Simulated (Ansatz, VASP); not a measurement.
## Nb: VASP beside Ansatz

```
CELL_PARAMETERS angstrom
-3.34921 3.35298 1.31430
3.35298 -3.34921 1.31430
1.83264 1.83264 -1.30740
ATOMIC_POSITIONS crystal
Nb 0.00012 0.99988 0.00000
Nb 0.74988 0.25012 0.50000
```

Alike in both runs: task single point; functional r2SCAN; k mesh 15 × 15 × 13; occupations fermi-dirac, width 0.1 eV; no spin polarisation.

|  | VASP | Ansatz |
| --- | --- | --- |
| version | VASP 6.6.1 | Ansatz 0.2.0 |
| potentials or method | VASP PAW PBE potentials, release 64 (Nb_sv), cutoff 520 eV | plane waves (500 eV) with PAW, scalar-relativistic |
| valence electrons in the cell | 26 | 26 |

VASP gave:

```
pressure (GPa)                                                : 27.3
traceless stress, the component that is largest in VASP (GPa) : 1.15
```

**Question.** Which values does Ansatz return?

**Answer.** Pressure (GPa): 27.5; traceless stress, the component that is largest in VASP (GPa): 1.08.

VASP's potentials were made for PBE, not for r2SCAN. The functional is the same, so the differences come from potentials, cutoffs and numerics.
